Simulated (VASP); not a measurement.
# CuSn3 (I4mm) in VASP: notebook

Runs on CuSn3. Level: PBEsol. Tasks: single point.

All numbers are computed with VASP 6.6.1; they aren't measurements. Logs are shortened: lines on timing, memory, paths and dates and some standing lists are left out, and cuts for length are marked.

### Step 1. The cell of the first run

Symmetry: I4mm, No. 107, tetragonal system. The conventional cell has a = 4.618 Å, b = 4.618 Å, c = 8.452 Å, α = 90.00°, β = 90.00°, γ = 90.00°. Within 4.1 Å of Cu (site symmetry 4mm) lie 13 Sn at 3.13 to 3.93 Å. Sn (site symmetry 2mm) has 8 Sn at 2.94 to 3.34 Å and 4 Cu at 3.13 Å within 3.9 Å. Within 4.0 Å of Sn (site symmetry 4mm) lie 8 Sn at 2.94 to 3.34 Å and 5 Cu at 3.28 to 3.93 Å.

### Step 2. Single point, PBEsol (atom 4 (Sn) moved -0.300 Å towards its neighbour atom 1 (Cu) at 4.226 Å)

Contents of INCAR:

```
ALGO = Fast
EDIFF = 1E-6
ENCUT = 520
GGA = PS
ISIF = 2
ISMEAR = 0
LASPH = T
LCHARG = T
LELF = T
LREAL = F
LVHAR = T
LWAVE = F
NBANDS = 34
NELM = 80
PREC = Accurate
SIGMA = 0.15
```

Contents of KPOINTS:

```
k-points
0
Gamma
  14 14 14
```

Contents of POSCAR:

```
CuSn3
1.0
   -2.3091160394      2.3091160394      4.2260234635
    2.3091160394     -2.3091160394      4.2260234635
    2.3091160394      2.3091160394     -4.2260234635
Cu Sn
1 3
Direct
    0.0000000000      0.0000000000      0.0000000000
    0.7500000000      0.2500000000      0.5000000000
    0.2500000000      0.7500000000      0.5000000000
    0.5354943604      0.5354943604      0.0000000000
```

Potentials or basis: VASP PAW PBE potentials, release 64 (Cu, Sn_d).

Launch:

```console
cat potpaw_PBE.64/Cu/POTCAR potpaw_PBE.64/Sn_d/POTCAR > POTCAR
mpirun -np 1 vasp_std > vasp.out
```

OUTCAR:

```text
EDIFF = 1E-6
   ENCUT = 520
   GGA = PS
   ISIF = 2
   ISMEAR = 0
   LASPH = T
   LREAL = F
   NELM = 80
   PREC = Accurate

 ion  position               nearest neighbor table
   1  0.000  0.000  0.000-   2 3.13   3 3.13   2 3.13   3 3.13   2 3.13   3 3.13   2 3.13   3 3.13

   2  0.750  0.250  0.500-   4 2.94   4 2.94   1 3.13   1 3.13   1 3.13   1 3.13   3 3.27   3 3.27
                             3 3.27   3 3.27   4 3.34   4 3.34
   3  0.250  0.750  0.500-   4 2.94   4 2.94   1 3.13   1 3.13   1 3.13   1 3.13   2 3.27   2 3.27
                             2 3.27   2 3.27   4 3.34   4 3.34
   4  0.535  0.535  0.000-   3 2.94   2 2.94   2 2.94   3 2.94   3 3.34   2 3.34   2 3.34   3 3.34

  LATTYP: Found a body centered tetragonal cell.
 ALAT       =     4.6182320788
 C/A-ratio  =     1.8301477238

  Lattice vectors:

 A1 = (  -2.3091160394,   2.3091160394,   4.2260234635)
 A2 = (   2.3091160394,  -2.3091160394,   4.2260234635)
 A3 = (   2.3091160394,   2.3091160394,  -4.2260234635)

Analysis of symmetry for initial positions (statically):
=====================================================================
 Subroutine PRICEL returns:
 Original cell was already a primitive cell.

 Routine SETGRP: Setting up the symmetry group for a
 body centered tetragonal supercell.

 Subroutine GETGRP returns: Found  8 space group operations
 (whereof  8 operations were pure point group operations)
 out of a pool of 16 trial point group operations.

The static configuration has the point symmetry C_4v.

Analysis of symmetry for dynamics (positions and initial velocities):
=====================================================================
 Subroutine PRICEL returns:
 Original cell was already a primitive cell.

 Routine SETGRP: Setting up the symmetry group for a
 body centered tetragonal supercell.

 Subroutine GETGRP returns: Found  8 space group operations
 (whereof  8 operations were pure point group operations)
 out of a pool of 16 trial point group operations.

The dynamic configuration has the point symmetry C_4v.

 Subroutine INISYM returns: Found  8 space group operations
 (whereof  8 operations are pure point group operations),
 and found     1 'primitive' translations

[... 88 lines left out ...]
 SYSTEM =  unknown system
   PREC   = accura    normal or accurate (medium, high low for compatibility)
   ISTART =      0    job   : 0-new  1-cont  2-samecut
   ICHARG =      2    charge: 1-file 2-atom 10-const
   ISPIN  =      1    spin polarized calculation?
   LNONCOLLINEAR =      F non collinear calculations
   LSORBIT =      F    spin-orbit coupling
   LASPH  =      T    aspherical Exc in radial PAW
   ENCUT  =  520.0 eV  38.22 Ry    6.18 a.u.   9.93  9.93  9.93*2*pi/ulx,y,z
   NELM   =     80;   NELMIN=  2; NELMDL= -5     # of ELM steps
   EDIFF  = 0.1E-05   stopping-criterion for ELM
   LREAL  =      F    real-space projection
[... 7 lines left out ...]
   TEBEG  =    0.0;   TEEND  =   0.0 temperature during run
   PSTRESS=    0.0 pullay stress
   NELECT =      53.0000    total number of electrons
   NUPDOWN=      -1.0000    fix difference up-down
   EMIN   =  10.00;   EMAX   =-10.00  energy-range for DOS
   EFERMI =   0.00;   METHOD = LEGACY
   ISMEAR =     0;   SIGMA  =   0.15  broadening in eV -4-tet -1-fermi 0-gaus
   EFERMI_NEDOS =   21; number of points for ismear=-14 and -15
   IALGO  =     68    algorithm
   IMIX   =      4    mixing-type and parameters
     AMIX     =   0.40;   BMIX     =  1.00
     AMIX_MAG =   1.60;   BMIX_MAG =  1.00
  volume/ion in A,a.u.               =      22.53       152.06
  Fermi-wavevector in a.u.,A,eV,Ry     =   1.371531  2.591818 25.593885  1.881097
  Thomas-Fermi vector in A             =   2.497220
   LORBIT       =      0    0 simple, 1 ext, 2 COOP (PROOUT), +10 PAW based schemes
   GGA     = PS    functional components
   LHFCALC =     F    Hartree Fock is set to
   AEXX    =    0.0000 exact exchange contribution
   IVDW    =     0    specifies the selected vdW correction
   LEPSILON=     F    determine dielectric tensor
   LRPA    =     F    only Hartree local field effects (RPA)
 non-spin polarized calculation
 RMM-DIIS sequential band-by-band and
 Gauss-broadening in eV      SIGMA  =   0.15
  energy-cutoff  :      520.00
  volume of cell :       90.13
 maximum number of plane-waves:      2452
   NGX = 19   NGY = 19   NGZ = 19

 number of electron      52.9999989 magnetization

 Free energy of the ion-electron system (eV)
  ---------------------------------------------------
  ext. energy  EPLUGINS =         0.00000000
  ---------------------------------------------------
  free energy    TOTEN  =       -15.96291094 eV

  energy without entropy =      -15.94221781  energy(sigma->0) =      -15.95256437

 E-fermi :   8.4090     XC(G=0): -10.9863

 val. band max:        8.4081190783   @ k =   0.0714   0.0714   0.0000
 cond. band min:       8.4137398693   @ k =  -0.1429   0.1429   0.0714
 fundamental gap:      0.0056207909
 Fermi energy:         8.4090070638

 k-point     1 :       0.0000    0.0000    0.0000
  band No.  band energies     occupation
      1     -13.2608      2.00000
      2     -13.2545      2.00000
      3     -13.2545      2.00000
      4     -13.2194      2.00000
      5     -13.1732      2.00000
      6     -13.1317      2.00000
[... 877 lines left out ...]
     33      13.1350      0.00000
     34      14.5598      0.00000

 [... further k-points ...]

------------------------ aborting loop because EDIFF is reached ----------------------------------------

  FORCE on cell =-STRESS in cart. coord.  units (eV):
  Direction    XX          YY          ZZ          XY          YZ          ZX
  --------------------------------------------------------------------------------------
  -------------------------------------------------------------------------------------
  Total        1.0816056      1.0816056      0.4554318      0.0000000      0.0000000      0.0000000
  in kB       19.2263162     19.2263162      8.0956282      0.0000000      0.0000000      0.0000000
  external PRESSURE =      15.5160869 kB  Pullay stress =       0.0000000 kB

 VOLUME and BASIS-vectors are now :
 -----------------------------------------------------------------------------
  energy-cutoff  :      520.00
  volume of cell :       90.13
      direct lattice vectors                 reciprocal lattice vectors
    -2.309116039  2.309116039  4.226023463     0.000000000  0.216533076  0.118314535
     2.309116039 -2.309116039  4.226023463     0.216533076  0.000000000  0.118314535
     2.309116039  2.309116039 -4.226023463     0.216533076  0.216533076  0.000000000

 POSITION                                       TOTAL-FORCE (eV/Angst)
 -----------------------------------------------------------------------------------
      0.00000      0.00000      0.00000         0.000000      0.000000      0.010097
      0.00000      2.30912      2.11301         0.000000      0.000000      0.854052
      2.30912      0.00000      2.11301        -0.000000     -0.000000      0.854052
      0.00000      0.00000      4.52602        -0.000000     -0.000000     -1.718200
 -----------------------------------------------------------------------------------
    total drift:                                0.000000      0.000000      0.000052

  FREE ENERGIE OF THE ION-ELECTRON SYSTEM (eV)
  ---------------------------------------------------
  free  energy   TOTEN  =       -15.9629109409 eV

  energy  without entropy=      -15.9422178052  energy(sigma->0) =      -15.95256437
```

OSZICAR:

```text
N       E                     dE             d eps       ncg     rms          rms(c)
DAV:   1     0.508268662677E+03    0.50827E+03   -0.25943E+04 16798   0.253E+03
DAV:   2     0.538167743826E+02   -0.45445E+03   -0.44571E+03 16600   0.576E+02
DAV:   3    -0.140744383870E+02   -0.67891E+02   -0.66637E+02 18800   0.205E+02
DAV:   4    -0.171037410235E+02   -0.30293E+01   -0.29980E+01 19508   0.480E+01
DAV:   5    -0.172402230604E+02   -0.13648E+00   -0.13643E+00 25124   0.107E+01    0.120E+01
RMM:   6    -0.201699449407E+02   -0.29297E+01   -0.37153E+01 19933   0.464E+01    0.119E+01
RMM:   7    -0.162613076929E+02    0.39086E+01   -0.11809E+01 17816   0.291E+01    0.352E+00
RMM:   8    -0.159571505563E+02    0.30416E+00   -0.14715E+00 18764   0.101E+01    0.852E-01
RMM:   9    -0.159626654201E+02   -0.55149E-02   -0.15064E-01 20674   0.170E+00    0.136E-01
RMM:  10    -0.159666551436E+02   -0.39897E-02   -0.30589E-02 20986   0.158E+00    0.479E-01
RMM:  11    -0.159627305110E+02    0.39246E-02   -0.16044E-02 23880   0.121E+00    0.971E-02
RMM:  12    -0.159628611062E+02   -0.13060E-03   -0.23690E-03 28956   0.268E-01    0.456E-02
RMM:  13    -0.159628971696E+02   -0.36063E-04   -0.38776E-04 28310   0.121E-01    0.310E-02
RMM:  14    -0.159629055834E+02   -0.84138E-05   -0.10391E-04 27078   0.741E-02    0.125E-02
RMM:  15    -0.159629103143E+02   -0.47309E-05   -0.40718E-05 26260   0.436E-02    0.118E-02
RMM:  16    -0.159629103635E+02   -0.49208E-07   -0.16890E-05 22464   0.273E-02    0.817E-03
RMM:  17    -0.159629109409E+02   -0.57741E-06   -0.61560E-06 16900   0.175E-02
   1 F= -.15962911E+02 E0= -.15952564E+02  d E =-.206931E-01
```

It took 10 min on 1 thread of Intel Xeon 6975P-C (Granite Rapids), shared host; peak memory 0.71 GiB.

Results:

```
Free energy            : -15.9629 eV
Pressure               : 1.6 GPa
Largest force          : 1.718 eV/Å
Band gap on the k mesh : zero (an odd number of electrons rules out a gap without spin polarisation)
```

Forces on the atoms (eV/Å):
```
Cu   0.000  0.000  0.010
Sn   0.000  0.000  0.854
Sn   0.000  0.000  0.854
Sn   0.000  0.000 -1.718
```

Caveat: the cell differs from its parent crystal (atom 4 (Sn) moved -0.300 Å towards its neighbour atom 1 (Cu) at 4.226 Å); the PAW data sets were made with another functional, which shifts forces and pressure a little; spin-orbit coupling is left out, which moves the levels of the heavy elements.

### Step 3. Single point, PBEsol (atom 4 (Sn) moved +0.150 Å towards its neighbour atom 1 (Cu) at 4.226 Å)

Contents of INCAR:

```
  ALGO = Fast
  EDIFF = 1E-7
  ENCUT = 520
  GGA = PS
  ISIF = 2
  ISMEAR = 0
  LASPH = True
  LCHARG = False
  LREAL = False
  LWAVE = False
  NBANDS = 34
  NELM = 100
  PREC = Accurate
  SIGMA = 0.15
```

KPOINTS is that of step 2.

Edit POSCAR of step 2 so:

```diff
@@ -11,2 +11,2 @@
     0.2500000000      0.7500000000      0.5000000000
-    0.5354943604      0.5354943604      0.0000000000
+    0.4822528198      0.4822528198      0.0000000000
```

Potentials or basis: VASP PAW PBE potentials, release 64 (Cu, Sn_d).

Launch:

```console
cat potpaw_PBE.64/Cu/POTCAR potpaw_PBE.64/Sn_d/POTCAR > POTCAR
mpirun -np 1 vasp_std > vasp.out
```

Wall time 12 min (1 thread of Intel Xeon 6975P-C (Granite Rapids), shared host); peak memory 0.71 GiB.

The run converged. Its results:

* Free energy: -16.1550 eV
* Pressure: 0.4 GPa
* Largest force: 0.854 eV/Å
* Band gap on the k mesh: zero (an odd number of electrons rules out a gap without spin polarisation)

Forces on the atoms (eV/Å):
```
Cu   0.000  0.000 -0.005
Sn   0.000  0.000 -0.425
Sn   0.000  0.000 -0.425
Sn   0.000  0.000  0.854
```

Stress tensor (GPa, compression positive):
```
0.53 0.00 0.00
0.00 0.53 0.00
0.00 0.00 0.22
```

Levels at points of the mesh, in eV from the Fermi level:
```
           k point  band 23  band 24  band 25  band 26  band 27  band 28  band 29  band 30
(0.00, 0.00, 0.00)    -2.61    -2.14    -1.11    -1.11    -0.49    -0.49     0.54     0.63
(0.50, 0.00, 0.00)    -2.58    -2.04    -0.92    -0.91    -0.45    -0.43     2.69     3.37
(0.50, 0.50, 0.00)    -2.56    -2.53    -2.32    -2.25     1.38     1.96     2.09     2.58
(0.50, 0.50, 0.50)    -2.66    -2.60    -2.14    -1.79     3.17     3.66     3.90     3.90
```

Caveat: the cell differs from its parent crystal (atom 4 (Sn) moved +0.150 Å towards its neighbour atom 1 (Cu) at 4.226 Å); the PAW data sets were made with another functional, which shifts forces and pressure a little; spin-orbit coupling is left out, which moves the levels of the heavy elements.
